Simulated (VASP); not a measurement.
# Sr in VASP: notebook

The runs below take Sr through single point, with PBE.

All numbers are computed with VASP 6.6.1; they aren't measurements. Logs are shortened: lines on timing, memory, paths and dates and some standing lists are left out, and cuts for length are marked.

### 1 The cell of the first run

The cell holds a sheet with vacuum, 2 atoms: a = 4.303 Å, b = 4.303 Å, c = 18.000 Å, α = 90.00°, β = 90.00°, γ = 90.00°.

### 2 Single point, PBE

INCAR reads:

```
  PREC = Accurate
  ENCUT = 520
  EDIFF = 1E-6
  ISMEAR = 0
  SIGMA = 0.1
  LREAL = False
  LASPH = True
  NELM = 100
  ALGO = Normal
  ISIF = 2
  LWAVE = False
  LCHARG = False
  LDIPOL = True
  IDIPOL = 3
  DIPOL = 0.5 0.5 0.500
  GGA = PE
  NBANDS = 17
```

KPOINTS reads:

```
Automatic mesh
0
Gamma
  4 4 1
```

POSCAR reads:

```
Sr
1.0
    4.3025330000      0.0000000000      0.0000000000
    0.0000000000      4.3025330000      0.0000000000
    0.0000000000      0.0000000000     18.0000000000
Sr
2
Direct
    0.5000000000      0.0000000000      0.4154902800
    0.0000000000      0.5000000000      0.5845097200
```

Potentials or basis: VASP PAW PBE potentials, release 64 (Sr_sv).

Launch:

```console
> cat potpaw_PBE.64/Sr_sv/POTCAR > POTCAR
> mpirun -np 1 vasp_std > vasp.out
```

OUTCAR:

```text
PREC = Accurate
   ENCUT = 520
   EDIFF = 1E-6
   ISMEAR = 0
   LREAL = False
   LASPH = True
   NELM = 100
   ISIF = 2
   GGA = PE

 ion  position               nearest neighbor table
   1  0.500  0.000  0.415-   2 4.30   2 4.30   2 4.30   2 4.30
   2  0.000  0.500  0.585-   1 4.30   1 4.30   1 4.30   1 4.30

  LATTYP: Found a simple tetragonal cell.
 ALAT       =     4.3025330000
 C/A-ratio  =     4.1835820899

  Lattice vectors:

 A1 = (   4.3025330000,   0.0000000000,   0.0000000000)
 A2 = (   0.0000000000,   4.3025330000,   0.0000000000)
 A3 = (   0.0000000000,   0.0000000000,  18.0000000000)

Analysis of symmetry for initial positions (statically):
=====================================================================
 Subroutine PRICEL returns:
 Original cell was already a primitive cell.

 Routine SETGRP: Setting up the symmetry group for a
 simple tetragonal supercell.

 Subroutine GETGRP returns: Found 16 space group operations
 (whereof  8 operations were pure point group operations)
 out of a pool of 16 trial point group operations.

The static configuration has the point symmetry D_2d.
 The point group associated with its full space group is D_4h.

Analysis of symmetry for dynamics (positions and initial velocities):
=====================================================================
 Subroutine PRICEL returns:
 Original cell was already a primitive cell.

 Routine SETGRP: Setting up the symmetry group for a
 simple tetragonal supercell.

 Subroutine GETGRP returns: Found 16 space group operations
 (whereof  8 operations were pure point group operations)
 out of a pool of 16 trial point group operations.

The dynamic configuration has the point symmetry D_2d.
 The point group associated with its full space group is D_4h.

 Subroutine INISYM returns: Found 16 space group operations
 (whereof  8 operations are pure point group operations),
 and found     1 'primitive' translations

----------------------------------------------------------------------------------------

                                     Primitive cell

  volume of cell :     333.2122

  direct lattice vectors                    reciprocal lattice vectors
     4.302533000  0.000000000  0.000000000     0.232421227  0.000000000  0.000000000
     0.000000000  4.302533000  0.000000000     0.000000000  0.232421227  0.000000000
     0.000000000  0.000000000 18.000000000     0.000000000  0.000000000  0.055555556

  length of vectors
     4.302533000  4.302533000 18.000000000     0.232421227  0.232421227  0.055555556

  position of ions in fractional coordinates (direct lattice)
     0.500000000  0.000000000  0.415490280
     0.000000000  0.500000000  0.584509720

  ion indices of the primitive-cell ions
   primitive index   ion index
                 1           1
                 2           2

----------------------------------------------------------------------------------------

 KPOINTS: Automatic mesh

Automatic generation of k-mesh.
 Grid dimensions read from file:
 generate k-points for:    4    4    1

 Generating k-lattice:

  Cartesian coordinates                     Fractional coordinates (reciprocal lattice)
     0.058105307  0.000000000  0.000000000     0.250000000  0.000000000  0.000000000
     0.000000000  0.058105307  0.000000000     0.000000000  0.250000000  0.000000000
     0.000000000  0.000000000  0.055555556     0.000000000  0.000000000  1.000000000

  Length of vectors
     0.058105307  0.058105307  0.055555556

  Shift w.r.t. Gamma in fractional coordinates (k-lattice)
     0.000000000  0.000000000  0.000000000

 Subroutine IBZKPT returns following result:
 ===========================================

 Found      6 irreducible k-points:

 Following reciprocal coordinates:
            Coordinates               Weight
  0.000000  0.000000  0.000000      1.000000
  0.250000  0.000000  0.000000      4.000000
  0.500000  0.000000  0.000000      2.000000
  0.250000  0.250000  0.000000      4.000000
  0.500000  0.250000  0.000000      4.000000
  0.500000  0.500000  0.000000      1.000000
   k-points           NKPTS =      6   k-points in BZ     NKDIM =      6   number of bands    NBANDS=     17
   number of dos      NEDOS =    301   number of ions     NIONS =      2
   total plane-waves  NPLWV = 143360
   dimension x,y,z NGX =    32 NGY =   32 NGZ =  140
   dimension x,y,z NGXF=    64 NGYF=   64 NGZF=  280
   ions per type =               2
   NGX,Y,Z   is equivalent  to a cutoff of  12.36, 12.36, 12.93 a.u.
   NGXF,Y,Z  is equivalent  to a cutoff of  24.73, 24.73, 25.86 a.u.
 SYSTEM =  unknown system
   PREC   = accura    normal or accurate (medium, high low for compatibility)
   ISTART =      0    job   : 0-new  1-cont  2-samecut
   ICHARG =      2    charge: 1-file 2-atom 10-const
   ISPIN  =      1    spin polarized calculation?
   LNONCOLLINEAR =      F non collinear calculations
   LSORBIT =      F    spin-orbit coupling
   LASPH  =      T    aspherical Exc in radial PAW
   ENCUT  =  520.0 eV  38.22 Ry    6.18 a.u.   8.00  8.00 33.47*2*pi/ulx,y,z
   NELM   =    100;   NELMIN=  2; NELMDL= -5     # of ELM steps
   EDIFF  = 0.1E-05   stopping-criterion for ELM
   LREAL  =      F    real-space projection
   EDIFFG = 0.1E-04   stopping-criterion for IOM
   NSW    =      0    number of steps for IOM
   IBRION =     -1    ionic relax: 0-MD 1-quasi-New 2-CG
   NFREE  =      0    steps in history (QN), initial steepest desc. (CG)
   ISIF   =      2    stress and relaxation
   ISYM   =      2    0-nonsym 1-usesym 2-fastsym
   POTIM  = 0.5000    time-step for ionic-motion
   TEBEG  =    0.0;   TEEND  =   0.0 temperature during run
   PSTRESS=    0.0 pullay stress
   NELECT =      20.0000    total number of electrons
   NUPDOWN=      -1.0000    fix difference up-down
   EMIN   =  10.00;   EMAX   =-10.00  energy-range for DOS
   EFERMI =   0.00;   METHOD = LEGACY
   ISMEAR =     0;   SIGMA  =   0.10  broadening in eV -4-tet -1-fermi 0-gaus
   EFERMI_NEDOS =   21; number of points for ismear=-14 and -15
   IALGO  =     38    algorithm
   IMIX   =      4    mixing-type and parameters
     AMIX     =   0.40;   BMIX     =  1.00
     AMIX_MAG =   1.60;   BMIX_MAG =  1.00
  volume/ion in A,a.u.               =     166.61      1124.31
  Fermi-wavevector in a.u.,A,eV,Ry     =   0.640980  1.211277  5.590028  0.410855
  Thomas-Fermi vector in A             =   1.707168
   LORBIT       =      0    0 simple, 1 ext, 2 COOP (PROOUT), +10 PAW based schemes
   GGA     = PE    functional components
   LHFCALC =     F    Hartree Fock is set to
   AEXX    =    0.0000 exact exchange contribution
   IVDW    =     0    specifies the selected vdW correction
   LEPSILON=     F    determine dielectric tensor
   LRPA    =     F    only Hartree local field effects (RPA)
 non-spin polarized calculation
 Gauss-broadening in eV      SIGMA  =   0.10
  energy-cutoff  :      520.00
  volume of cell :      333.21
 maximum number of plane-waves:      9056
 NGX is ok and might be reduce to    32
   NGX = 15   NGY = 15   NGZ = 67

 dipolmoment           0.000000      0.000000     -0.000000 electrons x Angstroem

 number of electron      20.0000000 magnetization

 dipolmoment           0.000000      0.000000      0.000000 electrons x Angstroem

 Free energy of the ion-electron system (eV)
  ---------------------------------------------------
  ext. energy  EPLUGINS =         0.00000000
  ---------------------------------------------------
  free energy    TOTEN  =        -2.57759035 eV

  energy without entropy =       -2.57751155  energy(sigma->0) =       -2.57755095

 E-fermi :  -0.9139     XC(G=0):  -3.3749

 val. band max:       -1.1422709680   @ k =   0.5000   0.5000   0.0000
 cond. band min:      -0.6822131319   @ k =   0.0000   0.0000   0.0000
 fundamental gap:      0.4600578361
 Fermi energy:        -0.9138836217

 k-point     1 :       0.0000    0.0000    0.0000
  band No.  band energies     occupation
      1     -38.0863      2.00000
      2     -38.0786      2.00000
      3     -20.1359      2.00000
      4     -20.0568      2.00000
      5     -19.9904      2.00000
      6     -19.9904      2.00000
[... 9 lines left out ...]
     16       1.5216      0.00000
     17       1.5665      0.00000

 k-point     2 :       0.2500    0.0000    0.0000
  band No.  band energies     occupation
      1     -38.0832      2.00000
      2     -38.0777      2.00000
      3     -20.1250      2.00000
      4     -20.0768      2.00000
      5     -20.0189      2.00000
      6     -20.0051      2.00000
[... 9 lines left out ...]
     16       1.1426      0.00000
     17       1.5403      0.00000

 k-point     3 :       0.5000    0.0000    0.0000
  band No.  band energies     occupation
      1     -38.0785      2.00000
      2     -38.0785      2.00000
      3     -20.1125      2.00000
      4     -20.1125      2.00000
      5     -20.0413      2.00000
      6     -20.0413      2.00000
[... 9 lines left out ...]
     16       0.8784      0.00000
     17       1.4123      0.00000

 k-point     4 :       0.2500    0.2500    0.0000
  band No.  band energies     occupation
      1     -38.0804      2.00000
      2     -38.0765      2.00000
      3     -20.1137      2.00000
      4     -20.0766      2.00000
      5     -20.0357      2.00000
      6     -20.0155      2.00000
[... 9 lines left out ...]
     16       0.9986      0.00000
     17       1.2737      0.00000

 k-point     5 :       0.5000    0.2500    0.0000
  band No.  band energies     occupation
      1     -38.0765      2.00000
      2     -38.0765      2.00000
      3     -20.0997      2.00000
      4     -20.0997      2.00000
      5     -20.0509      2.00000
      6     -20.0509      2.00000
[... 9 lines left out ...]
     16       0.7279      0.00000
     17       1.5231      0.00000

 k-point     6 :       0.5000    0.5000    0.0000
  band No.  band energies     occupation
      1     -38.0745      2.00000
      2     -38.0745      2.00000
      3     -20.0806      2.00000
      4     -20.0806      2.00000
      5     -20.0786      2.00000
      6     -20.0786      2.00000
[... 9 lines left out ...]
     16       0.9076      0.00000
     17       1.3801      0.00000

------------------------ aborting loop because EDIFF is reached ----------------------------------------

 vacuum level on the upper side and lower side of the slab       (xc-potential included)        -0.255        -0.255

  FORCE on cell =-STRESS in cart. coord.  units (eV):
  Direction    XX          YY          ZZ          XY          YZ          ZX
  --------------------------------------------------------------------------------------
  -------------------------------------------------------------------------------------
  Total       -0.7098912     -0.7098912     -0.5445728      0.0000000      0.0000000     -0.0000000
  in kB       -3.4133549     -3.4133549     -2.6184581      0.0000000      0.0000000     -0.0000000
  external PRESSURE =      -3.1483893 kB  Pullay stress =       0.0000000 kB

 VOLUME and BASIS-vectors are now :
 -----------------------------------------------------------------------------
  energy-cutoff  :      520.00
  volume of cell :      333.21
      direct lattice vectors                 reciprocal lattice vectors
     4.302533000  0.000000000  0.000000000     0.232421227  0.000000000  0.000000000
     0.000000000  4.302533000  0.000000000     0.000000000  0.232421227  0.000000000
     0.000000000  0.000000000 18.000000000     0.000000000  0.000000000  0.055555556

 POSITION                                       TOTAL-FORCE (eV/Angst)
 -----------------------------------------------------------------------------------
      2.15127      0.00000      7.47883         0.000000      0.000000      0.177452
      0.00000      2.15127     10.52117        -0.000000      0.000000     -0.177452
 -----------------------------------------------------------------------------------
    total drift:                                0.000000      0.000000      0.000000

  FREE ENERGIE OF THE ION-ELECTRON SYSTEM (eV)
  ---------------------------------------------------
  free  energy   TOTEN  =        -2.5775903487 eV

  energy  without entropy=       -2.5775115482  energy(sigma->0) =       -2.57755095

 vacuum level on the upper side and lower side of the slab         1.293         1.293
```

Wall time 48 s (1 thread of Oxide Virtual Turin-like, shared host); peak memory 0.32 GiB.

Results:

| Property | Result |
| --- | --- |
| Free energy | -2.5776 eV |
| Largest force | 0.177 eV/Å |
| Band gap on the k mesh | 0.46 eV, indirect (least direct gap 0.65 eV) |

Forces on the atoms (eV/Å):
```
Sr   0.000  0.000  0.177
Sr   0.000  0.000 -0.177
```

Levels at points of the mesh, in eV from the valence-band top:
```
           k point  band 6  band 7  band 8  band 9  band 10  band 11  band 12  band 13  band 14  band 15
(0.00, 0.00, 0.00)  -18.85  -18.82  -18.82   -2.89    -1.48     0.46     0.73     0.78     1.63     2.33
(0.50, 0.00, 0.00)  -18.90  -18.83  -18.83   -0.87    -0.87     0.48     0.48     1.37     1.37     2.02
(0.50, 0.50, 0.00)  -18.94  -18.89  -18.89    0.00     0.00     0.65     0.65     1.89     1.89     2.05
```

### 3 Single point, PBE

This run uses another cell than the first one, of 264.23 Å³/atom, 1.586 times its volume.

INCAR reads:

```
ALGO = Normal
DIPOL = 0.5 0.5 0.301
EDIFF = 1E-6
ENCUT = 520
GGA = PE
IDIPOL = 3
ISIF = 2
ISMEAR = 0
LASPH = T
LCHARG = T
LDIPOL = T
LELF = T
LREAL = F
LVACPOTAV = T
LVHAR = T
LWAVE = F
NBANDS = 17
NELM = 80
PREC = Accurate
SIGMA = 0.1
```

KPOINTS reads:

```
k-points
0
Gamma
  4 4 1
```

POSCAR reads:

```
Sr
1.0
    4.2051524774      0.0000000000      0.0000000000
    0.0000000000      4.2051524774      0.0000000000
    0.0000000000      0.0000000000     29.8846998400
Sr
2
Direct
    0.5000000000      0.0000000000      0.2526164548
    0.0000000000      0.5000000000      0.3496984454
```

Potentials or basis: VASP PAW PBE potentials, release 64 (Sr_sv).

Launch:

```console
> cat potpaw_PBE.64/Sr_sv/POTCAR > POTCAR
> mpirun -np 1 vasp_std > vasp.out
```

OUTCAR:

```text
EDIFF = 1E-6
   ENCUT = 520
   GGA = PE
   ISIF = 2
   ISMEAR = 0
   LASPH = T
   LREAL = F
   NELM = 80
   PREC = Accurate

 ion  position               nearest neighbor table
   1  0.500  0.000  0.253-   2 4.15   2 4.15   2 4.15   2 4.15
   2  0.000  0.500  0.350-   1 4.15   1 4.15   1 4.15   1 4.15

  LATTYP: Found a simple tetragonal cell.
 ALAT       =     4.2051524774
 C/A-ratio  =     7.1066863807

  Lattice vectors:

 A1 = (   4.2051524774,   0.0000000000,   0.0000000000)
 A2 = (   0.0000000000,   4.2051524774,   0.0000000000)
[... 294 lines left out ...]
  Direction    XX          YY          ZZ          XY          YZ          ZX
  --------------------------------------------------------------------------------------
  -------------------------------------------------------------------------------------
  Total       -0.1189804     -0.1189804      0.1172018      0.0000000      0.0000000     -0.0000000
  in kB       -0.3607227     -0.3607227      0.3553304      0.0000000      0.0000000     -0.0000000
  external PRESSURE =      -0.1220383 kB  Pullay stress =       0.0000000 kB

 VOLUME and BASIS-vectors are now :
 -----------------------------------------------------------------------------
  energy-cutoff  :      520.00
  volume of cell :      528.46
      direct lattice vectors                 reciprocal lattice vectors
     4.205152477  0.000000000  0.000000000     0.237803505  0.000000000  0.000000000
     0.000000000  4.205152477  0.000000000     0.000000000  0.237803505  0.000000000
     0.000000000  0.000000000 29.884699840     0.000000000  0.000000000  0.033461939

 POSITION                                       TOTAL-FORCE (eV/Angst)
 -----------------------------------------------------------------------------------
      2.10258      0.00000      7.54937         0.000000      0.000000     -0.042138
      0.00000      2.10258     10.45063        -0.000000     -0.000000      0.042138
 -----------------------------------------------------------------------------------
    total drift:                                0.000000      0.000000      0.000032

  FREE ENERGIE OF THE ION-ELECTRON SYSTEM (eV)
  ---------------------------------------------------
  free  energy   TOTEN  =        -2.6071650327 eV

  energy  without entropy=       -2.6071597042  energy(sigma->0) =       -2.60716237

 vacuum level on the upper side and lower side of the slab         0.913         0.913
```

stdout:

```text
POSCAR found type information on POSCAR Sr
 POSCAR found :  1 types and       2 ions
 scaLAPACK will be used
 LDA part: xc-table for (Slater+PW92), standard interpolation
 POSCAR, INCAR and KPOINTS ok, starting setup
 FFT: planning ... GRIDC
 FFT: planning ... GRID_SOFT
 FFT: planning ... GRID
 WAVECAR not read
 entering main loop
 -----------------------------------------------------------------------------
|                                                                             |
|           W    W    AA    RRRRR   N    N  II  N    N   GGGG   !!!           |
|           W    W   A  A   R    R  NN   N  II  NN   N  G    G  !!!           |
|           W    W  A    A  R    R  N N  N  II  N N  N  G       !!!           |
|           W WW W  AAAAAA  RRRRR   N  N N  II  N  N N  G  GGG   !            |
|           WW  WW  A    A  R   R   N   NN  II  N   NN  G    G                |
|           W    W  A    A  R    R  N    N  II  N    N   GGGG   !!!           |
|                                                                             |
|     Did not find any points to average over, which means that no vacuum     |
|     field-free region was found. Please increase the size of  your cell     |
|     in the dimension of the dipole correction to obtain accurate            |
|     workfunction values.                                                    |
|                                                                             |
 -----------------------------------------------------------------------------
```

Wall time 77 s (1 thread of Oxide Virtual Turin-like, shared host); peak memory 0.46 GiB.

What came out:

```yaml
Free_energy: -2.6072 eV
Largest_force: 0.042 eV/Å
Band_gap_on_the_k_mesh: 0.57 eV, indirect (least direct gap 0.70 eV)
```

Forces on the atoms (eV/Å):
```
Sr   0.000  0.000 -0.042
Sr   0.000  0.000  0.042
```

Levels at points of the mesh, in eV from the valence-band top:
```tsv
k point	band 8	band 9	band 10	band 11	band 12	band 13
(0.00, 0.00, 0.00)	-18.58	-2.91	-1.41	0.57	0.75	0.81
(0.50, 0.00, 0.00)	-18.59	-0.80	-0.80	0.58	0.58	1.56
(0.50, 0.50, 0.00)	-18.67	0.00	0.00	0.70	0.70	2.08
```
